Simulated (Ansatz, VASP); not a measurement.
# Al in VASP and in Ansatz

```
CELL_PARAMETERS angstrom
2.81683 0.00000 0.00000
0.00000 2.81683 0.00000
0.00000 0.00000 23.96720
ATOMIC_POSITIONS crystal
Al 0.00000 0.00000 0.33379
Al 0.50000 0.50000 0.41689
Al 0.00000 0.00000 0.50000
Al 0.50000 0.50000 0.58311
Al 0.00000 0.00000 0.66621
```

Alike in both runs: task single point; functional LDA; k mesh 14 × 14 × 1; occupations fermi-dirac, width 0.08 eV; no spin polarisation.

|  | VASP | Ansatz |
| --- | --- | --- |
| version | VASP 6.6.1 | Ansatz 0.2.0 |
| potentials or method | VASP PAW LDA potentials, release 64 (Al), cutoff 520 eV | all-electron LAPW, scalar-relativistic |

|  | VASP | Ansatz | Ansatz less VASP |
| --- | --- | --- | --- |
| rms of the force components (eV/Å) | 0.029 | 0.027 | -0.0014 |

LDA's correlation is that of Perdew and Zunger in VASP and of Perdew and Wang (1992) in Ansatz. Atom by atom the forces differ by 0.001 eV/Å (rms over components). Ansatz ran all-electron here, and VASP with PAW potentials.
